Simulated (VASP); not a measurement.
# Si3Rh (Pm-3m) in VASP: further runs

Runs on Si3Rh. Level: PBE. Tasks: single point, relaxation of cell and atoms.

Everything below comes from runs of VASP 6.6.1. Logs are shortened: lines on timing, memory, paths and dates and some standing lists are left out, and cuts for length are marked.

## 1. The cell of the first run

Symmetry: Pm-3m, No. 221, cubic system. The conventional cell has a = 3.835 Å, b = 3.835 Å, c = 3.835 Å, α = 90.00°, β = 90.00°, γ = 90.00°. Si (site symmetry 4/mmm) has 8 Si at 2.71 Å and 4 Rh at 2.71 Å within 3.6 Å. Rh (site symmetry m-3m) has 12 Si at 2.71 Å within 3.6 Å.

## 2. Single point, PBE

INCAR

```
SYSTEM = Si3Rh
PREC = Accurate
ENCUT = 520
EDIFF = 1E-6
ISMEAR = 0
SIGMA = 0.1
LREAL = .FALSE.
LASPH = .TRUE.
NELM = 100
ALGO = Normal
ISIF = 2
LWAVE = .FALSE.
LCHARG = .TRUE.
GGA = PE
LELF = .TRUE.
LVHAR = .TRUE.
NBANDS = 22
```

KPOINTS

```
Automatic mesh
0
G
  12 12 12
  0 0 0
```

POSCAR

```
Si3Rh
1.0
    3.8346039765      0.0000000000      0.0000000000
    0.0000000000      3.8346039765      0.0000000000
    0.0000000000      0.0000000000      3.8346039765
Si Rh
3 1
Direct
    0.0000000000      0.5000000000      0.5000000000
    0.5000000000      0.0000000000      0.5000000000
    0.5000000000      0.5000000000      0.0000000000
    0.0000000000      0.0000000000      0.0000000000
```

Potentials or basis: VASP PAW PBE potentials, release 64 (Si, Rh_pv).

On the command line:

```
$ cat potpaw_PBE.64/Si/POTCAR potpaw_PBE.64/Rh_pv/POTCAR > POTCAR
$ mpirun -np 1 vasp_std > vasp.out
```

OUTCAR:

```text
SYSTEM = Si3Rh
   PREC = Accurate
   ENCUT = 520
   EDIFF = 1E-6
   ISMEAR = 0
   LREAL = .FALSE.
   LASPH = .TRUE.
   NELM = 100
   ISIF = 2
   GGA = PE

 ion  position               nearest neighbor table
   1  0.000  0.500  0.500-   2 2.71   3 2.71   4 2.71   3 2.71   4 2.71   2 2.71   4 2.71   4 2.71
                             2 2.71   3 2.71   3 2.71   2 2.71
   2  0.500  0.000  0.500-   1 2.71   3 2.71   4 2.71   3 2.71   4 2.71   1 2.71   3 2.71   3 2.71
                             1 2.71   4 2.71   4 2.71   1 2.71
   3  0.500  0.500  0.000-   1 2.71   2 2.71   4 2.71   1 2.71   2 2.71   2 2.71   4 2.71   2 2.71
                             1 2.71   4 2.71   1 2.71   4 2.71
   4  0.000  0.000  0.000-   1 2.71   2 2.71   3 2.71   1 2.71   2 2.71   1 2.71   3 2.71   1 2.71
                             2 2.71   3 2.71   2 2.71   3 2.71

  LATTYP: Found a simple cubic cell.
 ALAT       =     3.8346039765

  Lattice vectors:

 A1 = (   3.8346039765,   0.0000000000,   0.0000000000)
 A2 = (   0.0000000000,   3.8346039765,   0.0000000000)
 A3 = (   0.0000000000,   0.0000000000,   3.8346039765)

Analysis of symmetry for initial positions (statically):
=====================================================================
 Subroutine PRICEL returns:
 Original cell was already a primitive cell.

 Routine SETGRP: Setting up the symmetry group for a
 simple cubic supercell.

 Subroutine GETGRP returns: Found 48 space group operations
 (whereof 48 operations were pure point group operations)
 out of a pool of 48 trial point group operations.

The static configuration has the point symmetry O_h .

Analysis of symmetry for dynamics (positions and initial velocities):
=====================================================================
 Subroutine PRICEL returns:
 Original cell was already a primitive cell.

 Routine SETGRP: Setting up the symmetry group for a
 simple cubic supercell.

 Subroutine GETGRP returns: Found 48 space group operations
 (whereof 48 operations were pure point group operations)
 out of a pool of 48 trial point group operations.

The dynamic configuration has the point symmetry O_h .

 Subroutine INISYM returns: Found 48 space group operations
 (whereof 48 operations are pure point group operations),
 and found     1 'primitive' translations

----------------------------------------------------------------------------------------

                                     Primitive cell

  volume of cell :      56.3847

  direct lattice vectors                    reciprocal lattice vectors
     3.834603976  0.000000000  0.000000000     0.260783123  0.000000000  0.000000000
     0.000000000  3.834603976  0.000000000     0.000000000  0.260783123  0.000000000
     0.000000000  0.000000000  3.834603976     0.000000000  0.000000000  0.260783123

  length of vectors
     3.834603976  3.834603976  3.834603976     0.260783123  0.260783123  0.260783123

  position of ions in fractional coordinates (direct lattice)
     0.000000000  0.500000000  0.500000000
     0.500000000  0.000000000  0.500000000
     0.500000000  0.500000000  0.000000000
     0.000000000  0.000000000  0.000000000

  ion indices of the primitive-cell ions
   primitive index   ion index
                 1           1
                 2           2
                 3           3
                 4           4

----------------------------------------------------------------------------------------

 KPOINTS: Automatic mesh

Automatic generation of k-mesh.
 Grid dimensions read from file:
 generate k-points for:   12   12   12

 Generating k-lattice:

  Cartesian coordinates                     Fractional coordinates (reciprocal lattice)
     0.021731927  0.000000000  0.000000000     0.083333333  0.000000000  0.000000000
     0.000000000  0.021731927  0.000000000     0.000000000  0.083333333  0.000000000
     0.000000000  0.000000000  0.021731927     0.000000000  0.000000000  0.083333333

  Length of vectors
     0.021731927  0.021731927  0.021731927

  Shift w.r.t. Gamma in fractional coordinates (k-lattice)
     0.000000000  0.000000000  0.000000000

 Subroutine IBZKPT returns following result:
 ===========================================

 Found     84 irreducible k-points:

 Following reciprocal coordinates:
            Coordinates               Weight
  0.000000  0.000000  0.000000      1.000000
  0.083333  0.000000  0.000000      6.000000
  0.166667  0.000000  0.000000      6.000000
  0.250000  0.000000  0.000000      6.000000
  0.333333  0.000000  0.000000      6.000000
  0.416667  0.000000  0.000000      6.000000
[... 16 lines left out ...]
  0.333333  0.333333  0.000000     12.000000
  0.416667  0.333333  0.000000     24.000000
 [... further k-points ...]
   k-points           NKPTS =     84   k-points in BZ     NKDIM =     84   number of bands    NBANDS=     22
   number of dos      NEDOS =    301   number of ions     NIONS =      4
   total plane-waves  NPLWV =  27000
   dimension x,y,z NGX =    30 NGY =   30 NGZ =   30
   dimension x,y,z NGXF=    60 NGYF=   60 NGZF=   60
   ions per type =               3   1
   NGX,Y,Z   is equivalent  to a cutoff of  13.01, 13.01, 13.01 a.u.
   NGXF,Y,Z  is equivalent  to a cutoff of  26.01, 26.01, 26.01 a.u.
 SYSTEM =  Si3Rh
   PREC   = accura    normal or accurate (medium, high low for compatibility)
   ISTART =      0    job   : 0-new  1-cont  2-samecut
   ICHARG =      2    charge: 1-file 2-atom 10-const
   ISPIN  =      1    spin polarized calculation?
   LNONCOLLINEAR =      F non collinear calculations
   LSORBIT =      F    spin-orbit coupling
   LASPH  =      T    aspherical Exc in radial PAW
   ENCUT  =  520.0 eV  38.22 Ry    6.18 a.u.   7.13  7.13  7.13*2*pi/ulx,y,z
   NELM   =    100;   NELMIN=  2; NELMDL= -5     # of ELM steps
   EDIFF  = 0.1E-05   stopping-criterion for ELM
   LREAL  =      F    real-space projection
   EDIFFG = 0.1E-04   stopping-criterion for IOM
   NSW    =      0    number of steps for IOM
   IBRION =     -1    ionic relax: 0-MD 1-quasi-New 2-CG
   NFREE  =      0    steps in history (QN), initial steepest desc. (CG)
   ISIF   =      2    stress and relaxation
   ISYM   =      2    0-nonsym 1-usesym 2-fastsym
   POTIM  = 0.5000    time-step for ionic-motion
   TEBEG  =    0.0;   TEEND  =   0.0 temperature during run
   PSTRESS=    0.0 pullay stress
   NELECT =      27.0000    total number of electrons
   NUPDOWN=      -1.0000    fix difference up-down
   EMIN   =  10.00;   EMAX   =-10.00  energy-range for DOS
   EFERMI =   0.00;   METHOD = LEGACY
   ISMEAR =     0;   SIGMA  =   0.10  broadening in eV -4-tet -1-fermi 0-gaus
   EFERMI_NEDOS =   21; number of points for ismear=-14 and -15
   IALGO  =     38    algorithm
   IMIX   =      4    mixing-type and parameters
     AMIX     =   0.40;   BMIX     =  1.00
     AMIX_MAG =   1.60;   BMIX_MAG =  1.00
  volume/ion in A,a.u.               =      14.10        95.13
  Fermi-wavevector in a.u.,A,eV,Ry     =   1.280783  2.420329 22.319068  1.640405
  Thomas-Fermi vector in A             =   2.413191
   LORBIT       =      0    0 simple, 1 ext, 2 COOP (PROOUT), +10 PAW based schemes
   GGA     = PE    functional components
   LHFCALC =     F    Hartree Fock is set to
   AEXX    =    0.0000 exact exchange contribution
   IVDW    =     0    specifies the selected vdW correction
   LEPSILON=     F    determine dielectric tensor
   LRPA    =     F    only Hartree local field effects (RPA)
 non-spin polarized calculation
 Gauss-broadening in eV      SIGMA  =   0.10
  energy-cutoff  :      520.00
  volume of cell :       56.38
 maximum number of plane-waves:      1568
 NGX is ok and might be reduce to    30
   NGX = 15   NGY = 15   NGZ = 15

 number of electron      27.0000009 magnetization

 Free energy of the ion-electron system (eV)
  ---------------------------------------------------
  ext. energy  EPLUGINS =         0.00000000
  ---------------------------------------------------
  free energy    TOTEN  =       -22.90290632 eV

  energy without entropy =      -22.89403666  energy(sigma->0) =      -22.89847149

 E-fermi :  10.8917     XC(G=0): -11.9198

 val. band max:       10.8896922998   @ k =   0.3333   0.3333   0.0000
 cond. band min:      10.9242284696   @ k =   0.0833   0.0833   0.0000
 fundamental gap:      0.0345361698
 Fermi energy:        10.8917398522

 k-point     1 :       0.0000    0.0000    0.0000
  band No.  band energies     occupation
      1     -35.5328      2.00000
      2     -35.5328      2.00000
      3     -35.5328      2.00000
      4      -2.8509      2.00000
      5       4.8644      2.00000
      6       4.8644      2.00000
[... 14 lines left out ...]
     21      17.5256      0.00000
     22      18.1416      0.00000

 k-point     2 :       0.0833    0.0000    0.0000
  band No.  band energies     occupation
      1     -35.5334      2.00000
      2     -35.5328      2.00000
      3     -35.5328      2.00000
      4      -2.7814      2.00000
      5       4.4523      2.00000
      6       4.9191      2.00000
[... 14 lines left out ...]
     21      17.0866      0.00000
     22      18.1022      0.00000

 k-point     3 :       0.1667    0.0000    0.0000
  band No.  band energies     occupation
      1     -35.5349      2.00000
      2     -35.5327      2.00000
      3     -35.5327      2.00000
      4      -2.5741      2.00000
      5       3.5672      2.00000
      6       5.0804      2.00000
[... 14 lines left out ...]
     21      16.1580      0.00000
     22      17.9935      0.00000

 k-point     4 :       0.2500    0.0000    0.0000
  band No.  band energies     occupation
      1     -35.5369      2.00000
      2     -35.5325      2.00000
      3     -35.5325      2.00000
      4      -2.2338      2.00000
      5       2.5580      2.00000
      6       5.3383      2.00000
[... 14 lines left out ...]
     21      16.2648      0.00000
     22      17.8434      0.00000

 k-point     5 :       0.3333    0.0000    0.0000
  band No.  band energies     occupation
      1     -35.5389      2.00000
      2     -35.5324      2.00000
      3     -35.5324      2.00000
      4      -1.7723      2.00000
      5       1.5706      2.00000
      6       5.6671      2.00000
[... 14 lines left out ...]
     21      16.7710      0.00000
     22      17.6918      0.00000

 k-point     6 :       0.4167    0.0000    0.0000
  band No.  band energies     occupation
      1     -35.5404      2.00000
      2     -35.5323      2.00000
      3     -35.5323      2.00000
      4      -1.2287      2.00000
      5       0.6975      2.00000
      6       5.9739      2.00000
[... 14 lines left out ...]
     21      17.5800      0.00000
     22      17.6160      0.00000

 k-point     7 :       0.5000    0.0000    0.0000
  band No.  band energies     occupation
      1     -35.5410      2.00000
      2     -35.5322      2.00000
      3     -35.5322      2.00000
      4      -0.8611      2.00000
      5       0.2181      2.00000
      6       5.9425      2.00000
[... 324 lines left out ...]
      6       3.3785      2.00000
[... 14 lines left out ...]
     21      17.3511      0.00000
     22      19.3040      0.00000

 k-point    21 :       0.4167    0.2500    0.0000
  band No.  band energies     occupation
      1     -35.5400      2.00000
      2     -35.5362      2.00000
      3     -35.5320      2.00000
      4      -0.6866      2.00000
      5       1.2556      2.00000
      6       3.6909      2.00000
[... 14 lines left out ...]
     21      18.2482      0.00000
     22      18.5689      0.00000

 k-point    22 :       0.5000    0.2500    0.0000
  band No.  band energies     occupation
      1     -35.5405      2.00000
      2     -35.5362      2.00000
      3     -35.5319      2.00000
      4      -0.3575      2.00000
      5       0.8195      2.00000
      6       3.8473      2.00000
[... 14 lines left out ...]
     21      18.2750      0.00000
     22      19.2069      0.00000

 k-point    23 :       0.3333    0.3333    0.0000
  band No.  band energies     occupation
      1     -35.5384      2.00000
      2     -35.5383      2.00000
      3     -35.5319      2.00000
      4      -0.7738      2.00000
      5       2.3602      2.00000
      6       2.5350      2.00000
[... 14 lines left out ...]
     21      18.3187      0.00000
     22      18.3436      0.00000

 k-point    24 :       0.4167    0.3333    0.0000
  band No.  band energies     occupation
      1     -35.5398      2.00000
      2     -35.5382      2.00000
      3     -35.5318      2.00000
      4      -0.2882      2.00000
      5       1.6511      2.00000
      6       2.8175      2.00000
[... 14 lines left out ...]
     21      18.4443      0.00000
     22      18.6361      0.00000

 [... further k-points ...]

------------------------ aborting loop because EDIFF is reached ----------------------------------------

  FORCE on cell =-STRESS in cart. coord.  units (eV):
  Direction    XX          YY          ZZ          XY          YZ          ZX
  --------------------------------------------------------------------------------------
  -------------------------------------------------------------------------------------
  Total       -0.0074771     -0.0074771     -0.0074771      0.0000000      0.0000000     -0.0000000
  in kB       -0.2124619     -0.2124619     -0.2124619      0.0000000      0.0000000     -0.0000000
  external PRESSURE =      -0.2124619 kB  Pullay stress =       0.0000000 kB

 VOLUME and BASIS-vectors are now :
 -----------------------------------------------------------------------------
  energy-cutoff  :      520.00
  volume of cell :       56.38
      direct lattice vectors                 reciprocal lattice vectors
     3.834603976  0.000000000  0.000000000     0.260783123  0.000000000  0.000000000
     0.000000000  3.834603976  0.000000000     0.000000000  0.260783123  0.000000000
     0.000000000  0.000000000  3.834603976     0.000000000  0.000000000  0.260783123

 POSITION                                       TOTAL-FORCE (eV/Angst)
 -----------------------------------------------------------------------------------
      0.00000      1.91730      1.91730         0.000000      0.000000      0.000000
      1.91730      0.00000      1.91730         0.000000      0.000000      0.000000
      1.91730      1.91730      0.00000         0.000000      0.000000      0.000000
      0.00000      0.00000      0.00000         0.000000      0.000000      0.000000
 -----------------------------------------------------------------------------------
    total drift:                                0.000000     -0.000000      0.000000

  FREE ENERGIE OF THE ION-ELECTRON SYSTEM (eV)
  ---------------------------------------------------
  free  energy   TOTEN  =       -22.9029063195 eV

  energy  without entropy=      -22.8940366603  energy(sigma->0) =      -22.89847149
```

Wall time 67 s (1 thread of Intel Xeon Platinum 8259CL at 2.50GHz (Skylake/Cascade Lake), shared host); peak memory 0.23 GiB.

What came out:

```
Free energy : -22.9029 eV
Pressure    : 0.0 GPa
```

## 3. Relaxation of cell and atoms, PBE

This run uses another cell than the first one, of 14.05 Å³/atom, 0.997 times its volume.

INCAR

```
SYSTEM = Si3Rh
PREC = Accurate ; ENCUT = 600
EDIFF = 1E-6 ; ISMEAR = 0
SIGMA = 0.1 ; LREAL = .FALSE.
LASPH = .TRUE. ; NELM = 60
ALGO = Normal ; ISIF = 3
LWAVE = .FALSE. ; LCHARG = .FALSE.
GGA = PE ; IBRION = 2
NSW = 100 ; EDIFFG = -0.01
```

KPOINTS is that of step 2.

POSCAR

```
Si3Rh
1.0
    3.8304308023      0.0000000000      0.0000000000
    0.0000000000      3.8304308023      0.0000000000
    0.0000000000      0.0000000000      3.8304308023
Si Rh
3 1
Direct
    0.0000000000      0.5000000000      0.5000000000
    0.5000000000      0.0000000000      0.5000000000
    0.5000000000      0.5000000000      0.0000000000
    0.0000000000      0.0000000000      0.0000000000
```

Potentials or basis: VASP PAW PBE potentials, release 64 (Si, Rh_pv).

On the command line:

```
$ cat potpaw_PBE.64/Si/POTCAR potpaw_PBE.64/Rh_pv/POTCAR > POTCAR
$ mpirun -np 1 vasp_std > vasp.out
```

Run time: 97 s. Hardware: 1 thread of Intel Xeon Platinum 8259CL at 2.50GHz (Skylake/Cascade Lake), shared host; peak memory 0.25 GiB.

Results (log left out):

```yaml
Free_energy: -22.9029 eV
Relaxed_volume: 14.09 Å³/atom
Relaxed_cell: a = 3.834 Å, b = 3.834 Å, c = 3.834 Å, α = 90.00°, β = 90.00°, γ = 90.00°
Space_group_after_relaxing_to_0.05_Å: Pm-3m (No. 221)
Energy_gained_by_relaxing: 0.0 meV/atom
Ionic_steps: 3
Pressure_after_relaxing: 0.0 GPa
```

Step by step:
```tsv
step	energy change (eV)	largest force (eV/Å)	pressure (GPa)	volume (Å³)
1	0.0000	0.0000	0.38	56.20
2	-0.0001	0.0000	-0.28	56.47
3	-0.0002	0.0000	0.01	56.35
```

Final structure:
```
Si Rh
1.0
     3.83386    0.00000    0.00000
     0.00000    3.83386    0.00000
     0.00000    0.00000    3.83386
Si Rh
3 1
Cartesian
  0.0000 1.9169 1.9169
  1.9169 0.0000 1.9169
  1.9169 1.9169 0.0000
  0.0000 0.0000 0.0000
```

Levels at points of the mesh, in eV from the Fermi level:
```csv
k point,band 10,band 11,band 12,band 13,band 14,band 15,band 16,band 17
"(0.00, 0.00, 0.00)",-2.81,-2.81,-2.81,-0.28,0.40,0.40,3.16,3.16
"(0.50, 0.00, 0.00)",-2.65,-2.13,-1.07,-1.07,-0.23,0.47,0.47,2.30
"(0.50, 0.50, 0.00)",-2.10,-2.04,-1.90,-0.95,1.37,1.37,1.57,3.28
"(0.50, 0.50, 0.50)",-5.39,-1.96,-1.96,-1.00,-0.39,-0.39,-0.39,8.66
```
